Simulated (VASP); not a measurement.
# HfC (P6_3/mmc) in VASP: notebook

The runs below take HfC through relaxation of cell and atoms, with PBEsol.

Program: VASP 6.6.1. These are calculated values, not measurements. Logs are shortened: lines on timing, memory, paths and dates and some standing lists are left out, and cuts for length are marked.

## Step 1: The cell of the first run

The structure is hexagonal, space group P6_3/mmc (No. 194). Conventional cell: a = 3.343 Å, b = 3.343 Å, c = 5.203 Å, α = 90.00°, β = 90.00°, γ = 120.00°. Hf (site symmetry -6m2) has 6 C at 2.33 Å within 3.1 Å. C (site symmetry -3m) has 6 Hf at 2.33 Å and 2 C at 2.60 Å within 3.1 Å.

## Step 2: Relaxation of cell and atoms, PBEsol, target pressure 20 GPa, at which the enthalpy is minimised

Input file INCAR:

```
SYSTEM = HfC
PREC = Accurate
ENCUT = 600
EDIFF = 1E-6
ISMEAR = 1
SIGMA = 0.05
LREAL = .FALSE.
LASPH = .TRUE.
NELM = 80
ALGO = Normal
ISIF = 3
LWAVE = .FALSE.
LCHARG = .FALSE.
GGA = PS
IBRION = 2
NSW = 80
EDIFFG = -0.01
PSTRESS = 200.0
```

Input file KPOINTS:

```
Automatic mesh
0
G
  8 8 4
  0 0 0
```

Input file POSCAR:

```
HfC
1.0
    3.3428660500      0.0000000000      0.0000000000
   -1.6714330300      2.8950069200      0.0000000000
    0.0000000000      0.0000000000      5.2027140000
Hf C
2 2
Direct
    0.6666666667      0.3333333333      0.7500000000
    0.3333333333      0.6666666667      0.2500000000
    0.0000000000      0.0000000000      0.0000000000
    0.0000000000      0.0000000000      0.5000000000
```

Potentials or basis: VASP PAW PBE potentials, release 64 (Hf_pv, C).

Command:

```
$ cat potpaw_PBE.64/Hf_pv/POTCAR potpaw_PBE.64/C/POTCAR > POTCAR
$ mpirun -np 1 vasp_std > vasp.out
```

OUTCAR:

```text
SYSTEM = HfC
   PREC = Accurate
   ENCUT = 600
   EDIFF = 1E-6
   ISMEAR = 1
   LREAL = .FALSE.
   LASPH = .TRUE.
   NELM = 80
   ISIF = 3
   GGA = PS
   IBRION = 2
   NSW = 80
   EDIFFG = -0.01
   PSTRESS = 200.0

 ion  position               nearest neighbor table
   1  0.667  0.333  0.750-   3 2.33   4 2.33   3 2.33   4 2.33   3 2.33   4 2.33   2 3.24   2 3.24
                             2 3.24   2 3.24   2 3.24   2 3.24
   2  0.333  0.667  0.250-   3 2.33   4 2.33   3 2.33   4 2.33   3 2.33   4 2.33   1 3.24   1 3.24
                             1 3.24   1 3.24   1 3.24   1 3.24
   3  0.000  0.000  0.000-   1 2.33   2 2.33   1 2.33   2 2.33   1 2.33   2 2.33
   4  0.000  0.000  0.500-   1 2.33   2 2.33   1 2.33   2 2.33   1 2.33   2 2.33

  LATTYP: Found a hexagonal cell.
 ALAT       =     3.3428660500
 C/A-ratio  =     1.5563632889

  Lattice vectors:

 A1 = (   3.3428660500,   0.0000000000,   0.0000000000)
 A2 = (  -1.6714330300,   2.8950069200,   0.0000000000)
 A3 = (   0.0000000000,   0.0000000000,   5.2027140000)

Analysis of symmetry for initial positions (statically):
=====================================================================
 Subroutine PRICEL returns:
 Original cell was already a primitive cell.

 Routine SETGRP: Setting up the symmetry group for a
 hexagonal supercell.

 Subroutine GETGRP returns: Found 24 space group operations
 (whereof 12 operations were pure point group operations)
 out of a pool of 24 trial point group operations.

The static configuration has the point symmetry D_3d.
 The point group associated with its full space group is D_6h.

Analysis of symmetry for dynamics (positions and initial velocities):
=====================================================================
 Subroutine PRICEL returns:
 Original cell was already a primitive cell.

 Routine SETGRP: Setting up the symmetry group for a
 hexagonal supercell.

 Subroutine GETGRP returns: Found 24 space group operations
 (whereof 12 operations were pure point group operations)
 out of a pool of 24 trial point group operations.

The dynamic configuration has the point symmetry D_3d.
 The point group associated with its full space group is D_6h.

 Subroutine INISYM returns: Found 24 space group operations
 (whereof 12 operations are pure point group operations),
 and found     1 'primitive' translations

----------------------------------------------------------------------------------------

                                     Primitive cell

  volume of cell :      50.3499

  direct lattice vectors                    reciprocal lattice vectors
     3.342866050  0.000000000  0.000000000     0.299144502  0.172711159  0.000000000
    -1.671433030  2.895006920  0.000000000     0.000000000  0.345422318  0.000000000
     0.000000000  0.000000000  5.202714000     0.000000000  0.000000000  0.192207375

  length of vectors
     3.342866050  3.342866052  5.202714000     0.345422318  0.345422318  0.192207375

  position of ions in fractional coordinates (direct lattice)
     0.666666667  0.333333333  0.750000000
     0.333333333  0.666666667  0.250000000
     0.000000000  0.000000000  0.000000000
     0.000000000  0.000000000  0.500000000

  ion indices of the primitive-cell ions
   primitive index   ion index
                 1           1
                 2           2
                 3           3
                 4           4

----------------------------------------------------------------------------------------

 KPOINTS: Automatic mesh

Automatic generation of k-mesh.
 Grid dimensions read from file:
 generate k-points for:    8    8    4

 Generating k-lattice:

  Cartesian coordinates                     Fractional coordinates (reciprocal lattice)
     0.037393063  0.021588895  0.000000000     0.125000000 -0.000000000  0.000000000
     0.000000000  0.043177790  0.000000000     0.000000000  0.125000000  0.000000000
     0.000000000  0.000000000  0.048051844     0.000000000  0.000000000  0.250000000

  Length of vectors
     0.043177790  0.043177790  0.048051844

  Shift w.r.t. Gamma in fractional coordinates (k-lattice)
     0.000000000  0.000000000  0.000000000

 Subroutine IBZKPT returns following result:
 ===========================================

 Found     30 irreducible k-points:

 Following reciprocal coordinates:
            Coordinates               Weight
  0.000000  0.000000  0.000000      1.000000
  0.125000  0.000000  0.000000      6.000000
  0.250000  0.000000  0.000000      6.000000
  0.375000  0.000000  0.000000      6.000000
  0.500000  0.000000  0.000000      3.000000
  0.125000  0.125000  0.000000      6.000000
[... 16 lines left out ...]
  0.250000  0.000000  0.500000      6.000000
  0.375000  0.000000  0.500000      6.000000
 [... further k-points ...]
   k-points           NKPTS =     30   k-points in BZ     NKDIM =     30   number of bands    NBANDS=     18
   number of dos      NEDOS =    301   number of ions     NIONS =      4
   total plane-waves  NPLWV =  32928
   dimension x,y,z NGX =    28 NGY =   28 NGZ =   42
   dimension x,y,z NGXF=    56 NGYF=   56 NGZF=   84
   ions per type =               2   2
   NGX,Y,Z   is equivalent  to a cutoff of  13.92, 13.92, 13.42 a.u.
   NGXF,Y,Z  is equivalent  to a cutoff of  27.85, 27.85, 26.84 a.u.
 SYSTEM =  HfC
   PREC   = accura    normal or accurate (medium, high low for compatibility)
   ISTART =      0    job   : 0-new  1-cont  2-samecut
   ICHARG =      2    charge: 1-file 2-atom 10-const
   ISPIN  =      1    spin polarized calculation?
   LNONCOLLINEAR =      F non collinear calculations
   LSORBIT =      F    spin-orbit coupling
   LASPH  =      T    aspherical Exc in radial PAW
   ENCUT  =  600.0 eV  44.10 Ry    6.64 a.u.   6.68  6.68 10.39*2*pi/ulx,y,z
   NELM   =     80;   NELMIN=  2; NELMDL= -5     # of ELM steps
   EDIFF  = 0.1E-05   stopping-criterion for ELM
   LREAL  =      F    real-space projection
   EDIFFG = -.1E-01   stopping-criterion for IOM
   NSW    =     80    number of steps for IOM
   IBRION =      2    ionic relax: 0-MD 1-quasi-New 2-CG
   NFREE  =      1    steps in history (QN), initial steepest desc. (CG)
   ISIF   =      3    stress and relaxation
   ISYM   =      2    0-nonsym 1-usesym 2-fastsym
   POTIM  = 0.5000    time-step for ionic-motion
   TEBEG  =    0.0;   TEEND  =   0.0 temperature during run
   PSTRESS=  200.0 pullay stress
   NELECT =      28.0000    total number of electrons
   NUPDOWN=      -1.0000    fix difference up-down
   EMIN   =  10.00;   EMAX   =-10.00  energy-range for DOS
   EFERMI =   0.00;   METHOD = LEGACY
   ISMEAR =     1;   SIGMA  =   0.05  broadening in eV -4-tet -1-fermi 0-gaus
   EFERMI_NEDOS =   21; number of points for ismear=-14 and -15
   IALGO  =     38    algorithm
   IMIX   =      4    mixing-type and parameters
     AMIX     =   0.40;   BMIX     =  1.00
     AMIX_MAG =   1.60;   BMIX_MAG =  1.00
  volume/ion in A,a.u.               =      12.59        84.94
  Fermi-wavevector in a.u.,A,eV,Ry     =   1.346257  2.544057 24.659309  1.812408
  Thomas-Fermi vector in A             =   2.474104
   LORBIT       =      0    0 simple, 1 ext, 2 COOP (PROOUT), +10 PAW based schemes
   GGA     = PS    functional components
   LHFCALC =     F    Hartree Fock is set to
   AEXX    =    0.0000 exact exchange contribution
   IVDW    =     0    specifies the selected vdW correction
   LEPSILON=     F    determine dielectric tensor
   LRPA    =     F    only Hartree local field effects (RPA)
 conjugate gradient relaxation of ions
 non-spin polarized calculation
 Methfessel and Paxton  Order N= 1 SIGMA  =   0.05
  energy-cutoff  :      600.00
  volume of cell :       50.35
 maximum number of plane-waves:      1701
 NGX is ok and might be reduce to    28
   NGX = 13   NGY = 13   NGZ = 21

--------------------------------------- Ionic step        1  -------------------------------------------

 number of electron      28.0000000 magnetization

 Free energy of the ion-electron system (eV)
  ---------------------------------------------------
  ext. energy  EPLUGINS =         0.00000000
  ---------------------------------------------------
  free energy    TOTEN  =       -43.59276998 eV

  energy without entropy =      -43.59256368  energy(sigma->0) =      -43.59270121

------------------------ aborting loop because EDIFF is reached ----------------------------------------

  FORCE on cell =-STRESS in cart. coord.  units (eV):
  Direction    XX          YY          ZZ          XY          YZ          ZX
  --------------------------------------------------------------------------------------
  -------------------------------------------------------------------------------------
  Total       -2.9465998     -2.9465998     -1.5702675      0.0000000      0.0000000      0.0000000
  in kB      -93.7633687    -93.7633686    -49.9672774      0.0000002      0.0000000      0.0000000
  external PRESSURE =    -279.1646716 kB  Pullay stress =     200.0000000 kB
[... 225 lines left out ...]
  enthalpy is  TOTEN    =       -37.7769207477 eV   P V=        5.6731879354

--------------------------------------- Ionic step        7  -------------------------------------------

 number of electron      28.0000002 magnetization

 Free energy of the ion-electron system (eV)
  ---------------------------------------------------
  ext. energy  EPLUGINS =         0.00000000
  ---------------------------------------------------
  free energy    TOTEN  =       -43.45072764 eV

  energy without entropy =      -43.44981722  energy(sigma->0) =      -43.45042417

 E-fermi :   7.0379     XC(G=0): -12.9221

 val. band max:        7.0197951648   @ k =   0.1250   0.1250   0.2500
 cond. band min:       7.0497435450   @ k =   0.2500   0.2500   0.2500
 fundamental gap:      0.0299483802
 Fermi energy:         7.0378520865

 k-point     1 :       0.0000    0.0000    0.0000
  band No.  band energies     occupation
      1     -23.3177      2.00000
      2     -22.4727      2.00000
      3     -22.4727      2.00000
      4     -22.3592      2.00000
      5     -22.3592      2.00000
      6     -22.2622      2.00000
[... 10 lines left out ...]
     17       9.2132      0.00000
     18       9.2132      0.00000
[... 466 lines left out ...]
      2     -23.1715      2.00000
      3     -22.5513      2.00000
      4     -22.5513      2.00000
      5     -22.5309      2.00000
      6     -22.5309      2.00000
[... 10 lines left out ...]
     17      11.7946      0.00000
     18      11.7946      0.00000

 [... further k-points ...]
[... 5 lines left out ...]
  --------------------------------------------------------------------------------------
  -------------------------------------------------------------------------------------
  Total        5.6813147      5.6813147      5.6773556     -0.0000000      0.0000000      0.0000000
  in kB      200.2689338    200.2689337    200.1293738     -0.0000004      0.0000000      0.0000000
  external PRESSURE =       0.2224138 kB  Pullay stress =     200.0000000 kB
[... 19 lines left out ...]
  FREE ENERGIE OF THE ION-ELECTRON SYSTEM (eV)
  ---------------------------------------------------
  free  energy   TOTEN  =       -43.4507276404 eV

  energy  without entropy=      -43.4498172217  energy(sigma->0) =      -43.45042417

  enthalpy is  TOTEN    =       -37.7770421359 eV   P V=        5.6736855046

 reached required accuracy - stopping structural energy minimisation
```

It took 67 s on 1 thread of Intel Xeon 6975P-C (Granite Rapids), shared host; peak memory 0.21 GiB.

Results:

```
Free energy                                            : -43.4507 eV
Relaxed volume                                         : 11.36 Å³/atom
Relaxed cell                                           : a = 3.214 Å, b = 3.214 Å, c = 5.081 Å, α = 90.00°, β = 90.00°, γ = 120.00°
Space group after relaxing (to 0.05 Å)                 : P6_3/mmc (No. 194)
Energy change on relaxing (the enthalpy is what falls) : +35.5 meV/atom
Ionic steps                                            : 7
Pressure after relaxing                                : 20.0 GPa
Band gap on the k mesh                                 : zero (band 14 reaches 8.01 eV, above the bottom of band 15 at 7.02 eV)
```

The path:
```csv
step,energy change (eV),largest force (eV/Å),pressure (GPa),volume (Å³)
1,0.0000,0.0000,-7.92,50.35
2,4.2661,0.0000,140.23,35.99
3,0.1001,0.0000,17.23,45.84
4,0.1357,0.0000,19.47,45.52
5,0.1472,0.0000,20.15,45.43
6,0.1427,0.0000,20.05,45.45
7,0.1420,0.0000,20.02,45.45
```

Final structure:
```
Hf C
1.0
     3.21385    0.00000    0.00000
    -1.60692    2.78327    0.00000
     0.00000    0.00000    5.08119
Hf C
2 2
Direct
  0.66667 0.33333 0.75000
  0.33333 0.66667 0.25000
  0.00000 0.00000 0.00000
  0.00000 0.00000 0.50000
```

Caveat: the cell is relaxed towards a set pressure, so the enthalpy falls and the energy may rise; the PAW data sets were made with another functional, which shifts forces and pressure a little; spin-orbit coupling is left out, which moves the levels of the heavy elements.

## Step 3: Relaxation of cell and atoms, PBEsol, target pressure 30 GPa, at which the enthalpy is minimised

Input file INCAR:

```
PREC = Accurate
ENCUT = 600
EDIFF = 1E-7
ISMEAR = 1
SIGMA = 0.05
LREAL = F
LASPH = T
NELM = 80
ALGO = Normal
ISIF = 3
LWAVE = F
LCHARG = F
GGA = PS
IBRION = 2
NSW = 80
EDIFFG = -0.01
PSTRESS = 300.0
```

Input file KPOINTS:

```
Automatic mesh
0
Gamma
  8 8 4
```

POSCAR is that of step 2.

Potentials or basis: VASP PAW PBE potentials, release 64 (Hf_pv, C).

Command:

```
$ cat potpaw_PBE.64/Hf_pv/POTCAR potpaw_PBE.64/C/POTCAR > POTCAR
$ mpirun -np 1 vasp_std > vasp.out
```

Wall time 81 s (1 thread of Intel Xeon 6975P-C (Granite Rapids), shared host); peak memory 0.2 GiB.

It converged, with:

```
Free energy                                            : -43.2524 eV
Relaxed volume                                         : 11.04 Å³/atom
Relaxed cell                                           : a = 3.184 Å, b = 3.184 Å, c = 5.033 Å, α = 90.00°, β = 90.00°, γ = 120.00°
Space group after relaxing (to 0.05 Å)                 : P6_3/mmc (No. 194)
Energy change on relaxing (the enthalpy is what falls) : +85.1 meV/atom
Ionic steps                                            : 7
Pressure after relaxing                                : 30.0 GPa
Band gap on the k mesh                                 : zero (band 14 reaches 8.25 eV, above the bottom of band 15 at 7.22 eV)
```

Step by step:
| step | energy change (eV) | largest force (eV/Å) | pressure (GPa) | volume (Å³) |
| --- | --- | --- | --- | --- |
| 1 | 0.0000 | 0.0000 | -7.92 | 50.35 |
| 2 | 9.5775 | 0.0000 | 257.73 | 31.61 |
| 3 | 0.2160 | 0.0000 | 23.88 | 44.93 |
| 4 | 0.3056 | 0.0000 | 28.26 | 44.38 |
| 5 | 0.3457 | 0.0000 | 30.08 | 44.16 |
| 6 | 0.3410 | 0.0000 | 30.00 | 44.17 |
| 7 | 0.3404 | 0.0000 | 29.97 | 44.17 |

Final structure:
```
Hf C
1.0
     3.18358    0.00000    0.00000
    -1.59179    2.75706    0.00000
     0.00000    0.00000    5.03275
Hf C
2 2
Cartesian
  1.5918 0.9190 3.7746
  0.0000 1.8380 1.2582
  0.0000 0.0000 0.0000
  0.0000 0.0000 2.5164
```

Levels at points of the mesh, in eV from the Fermi level:
```
           k point  band 10  band 11  band 12  band 13  band 14  band 15  band 16  band 17  band 18
(0.00, 0.00, 0.00)    -3.34    -3.34    -1.28    -1.28     1.00     1.55     1.55     2.24     2.24
(0.50, 0.00, 0.00)    -4.10    -3.86    -3.49    -1.98    -0.85     1.61     5.00     5.55     5.59
(0.00, 0.00, 0.50)    -3.33    -2.89    -2.89    -2.89    -2.89     4.55     4.55     4.55     4.55
(0.50, 0.00, 0.50)    -4.40    -3.47    -3.47    -2.50    -2.50     1.56     1.56     5.59     5.59
```

Caveat: the cell is relaxed towards a set pressure, so the enthalpy falls and the energy may rise; the PAW data sets were made with another functional, which shifts forces and pressure a little; spin-orbit coupling is left out, which moves the levels of the heavy elements.

## Step 4: Relaxation of cell and atoms, PBEsol, target pressure 40 GPa, at which the enthalpy is minimised

Input file INCAR:

```
  ALGO = Normal
  EDIFF = 1E-6
  EDIFFG = -0.01
  ENCUT = 600
  GGA = PS
  IBRION = 2
  ISIF = 3
  ISMEAR = 1
  LASPH = T
  LCHARG = F
  LREAL = F
  LWAVE = F
  NELM = 100
  NSW = 80
  PREC = Accurate
  PSTRESS = 400.0
  SIGMA = 0.05
```

Input file KPOINTS:

```
k-points
0
Gamma
  8 8 4
```

POSCAR is that of step 3.

Command:

```
$ cat potpaw_PBE.64/Hf_pv/POTCAR potpaw_PBE.64/C/POTCAR > POTCAR
$ mpirun -np 1 vasp_std > vasp.out
```

It took 2.3 min on 1 thread of Intel Xeon 6975P-C (Granite Rapids), shared host; peak memory 0.2 GiB.

Results (log left out):

```
Free energy                                            : -43.0059 eV
Relaxed volume                                         : 10.76 Å³/atom
Relaxed cell                                           : a = 3.156 Å, b = 3.156 Å, c = 4.989 Å, α = 90.00°, β = 90.00°, γ = 120.00°
Space group after relaxing (to 0.05 Å)                 : P6_3/mmc (No. 194)
Energy change on relaxing (the enthalpy is what falls) : +146.7 meV/atom
Ionic steps                                            : 10
Pressure after relaxing                                : 40.0 GPa
Band gap on the k mesh                                 : zero (band 14 reaches 8.46 eV, above the bottom of band 15 at 7.41 eV)
```

Step by step:
```
step  energy change (eV)  largest force (eV/Å)  pressure (GPa)  volume (Å³)
   1              0.0000                0.0000           -7.92        50.35
   2             18.0865                0.0000          436.44        27.59
   3              0.3191                0.0000           28.86        44.31
   4              0.4882                0.0000           36.04        43.47
   5              0.5933                0.0000           40.13        43.03
   6              0.5591                0.0000           38.85        43.17
   7              0.5567                0.0000           38.84        43.17
   8              0.5567                0.0000           38.85        43.16
   9              0.6688                0.0000           43.02        42.73
  10              0.5869                0.0000           40.01        43.04
```

Final structure:
```
Hf C
1.0
     3.15626    0.00000    0.00000
    -1.57813    2.73340    0.00000
     0.00000    0.00000    4.98904
Hf C
2 2
Cartesian
  1.5781 0.9111 3.7418
  0.0000 1.8223 1.2473
  0.0000 0.0000 4.9890
  0.0000 0.0000 2.4945
```

Levels at points of the mesh, in eV from the Fermi level:
```csv
k point,band 12,band 13,band 14,band 15,band 16,band 17
"(0.00, 0.00, 0.00)",-1.30,-1.30,1.01,1.58,1.58,2.30
"(0.50, 0.00, 0.00)",-3.49,-2.00,-0.79,1.70,5.15,5.73
"(0.00, 0.00, 0.50)",-2.95,-2.95,-2.95,4.69,4.69,4.69
"(0.50, 0.00, 0.50)",-3.53,-2.52,-2.52,1.64,1.64,5.77
```

Caveat: the cell is relaxed towards a set pressure, so the enthalpy falls and the energy may rise; the PAW data sets were made with another functional, which shifts forces and pressure a little; spin-orbit coupling is left out, which moves the levels of the heavy elements.

## Step 5: The runs side by side

| cell | gap on the mesh (eV) | pressure (GPa) |
| --- | --- | --- |
| relaxed to 20 GPa | none | 20.0 |
| relaxed to 30 GPa | none | 30.0 |
| relaxed to 40 GPa | none | 40.0 |

Alike in all rows: task relaxation of cell and atoms; level PBEsol; potentials or basis VASP PAW PBE potentials, release 64 (Hf_pv, C); no spin polarisation; k mesh 8 × 8 × 4; cutoff (eV) 600; smearing methfessel-paxton 0.05 eV.

Caveats: the cell is relaxed towards a set pressure, so the enthalpy falls and the energy may rise; the PAW data sets were made with another functional, which shifts forces and pressure a little; spin-orbit coupling is left out, which moves the levels of the heavy elements.

Absolute energies hang on the potentials; compare differences alone.
